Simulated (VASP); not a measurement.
# Ca: single point with PBEsol

Crystal: Ca.

```
CELL_PARAMETERS angstrom
0.00000 2.79888 2.79888
2.79888 0.00000 2.79888
2.79888 2.79888 0.00000
ATOMIC_POSITIONS crystal
Ca 0.00000 0.00000 0.00000
```

This cell differs from its parent crystal: volume scaled by 1.08.

```json
{
 "Program": "VASP 6.6.1",
 "Task": "single point",
 "Functional": "PBEsol",
 "Potentials or basis": "VASP PAW PBE potentials, release 64 (Ca_sv)",
 "Cutoff": "520 eV",
 "k mesh": "16 × 16 × 16",
 "Occupations": "fermi-dirac, width 0.1 eV",
 "Spin": "no spin polarisation",
 "Dipole correction": "no",
 "Further INCAR settings": "ALGO = Normal; EDIFF = 1e-06; NBANDS = 11"
}
```

```
Pressure               : -1.2 GPa
Band gap on the k mesh : zero (band 5 reaches 1.96 eV, above the bottom of band 6 at 1.56 eV)
```

Levels at points of the mesh, in eV from the Fermi level:
```csv
k point,band 3,band 4,band 5,band 6,band 7,band 8
"(0.00, 0.00, 0.00)",-22.92,-22.92,-3.96,2.28,2.28,2.28
"(0.50, 0.00, 0.00)",-22.94,-22.94,-0.98,-0.18,2.17,2.17
"(0.50, 0.50, 0.00)",-22.96,-22.96,-0.42,0.59,0.90,3.97
```

Wall time 49 s on 1 thread of Intel(R) Xeon(R) Platinum 8259CL CPU @ 2.50GHz (Skylake/Cascade Lake) (shared host), peak memory 0.22 GiB.

Caveat: the PAW data sets were made with another functional, which shifts forces and pressure a little.
